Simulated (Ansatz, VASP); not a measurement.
## CoAuC4N4 in VASP and in Ansatz

```
Co C Au N
1.0
     5.99721    0.00000    0.00000
     0.00000    5.99721    0.00000
     0.00000    0.00000    5.99721
Co C Au N
1 4 1 4
Direct
  0.00000 0.00000 0.00000
  0.18151 0.18151 0.18151
  0.18151 0.81849 0.81849
  0.81849 0.18151 0.81849
  0.81849 0.81849 0.18151
  0.50000 0.50000 0.50000
  0.29437 0.29437 0.29437
  0.29437 0.70563 0.70563
  0.70563 0.29437 0.70563
  0.70563 0.70563 0.29437
```

Alike in both runs: functional PBE; k mesh 4 × 4 × 4; occupations gaussian, width 0.1 eV; collinear spin.

Ansatz relaxed the structure, and its values are those at the end. VASP's run is a single point on that final structure, the one shown.

|  | VASP | Ansatz |
| --- | --- | --- |
| version | VASP 6.6.1 | Ansatz 0.2.0 |
| potentials or method | VASP PAW PBE potentials, release 64 (Co, C, Au, N), cutoff 520 eV | scalar-relativistic, plane waves, PAW |
| valence electrons in the cell | 56 | 72 |

```csv
,VASP,Ansatz,Ansatz less VASP
gap on the k mesh at the Fermi level (eV),none,none,-
pressure (GPa),0.5,0.2,-0.31
rms of the force components (eV/Å),0.189,0.005,-0.1834
net moment per atom (μB),0.20,0.20,0.000
size of the moment on the site where the two differ most (μB),1.76,1.56,-0.195
```

Site moments also hang on the region over which each program counts them. A gap of «none» marks a metal or a gap that the smearing closes. One of these differences is far larger than is usual between the two programs; its cause wasn't traced. VASP's potentials hold 56 valence electrons a cell and Ansatz's 72, so a difference there can come from the potentials and not from the codes.

Spin-orbit coupling is off throughout. Noted on VASP's run: the standard files for N, O and F lose accuracy on very short bonds.
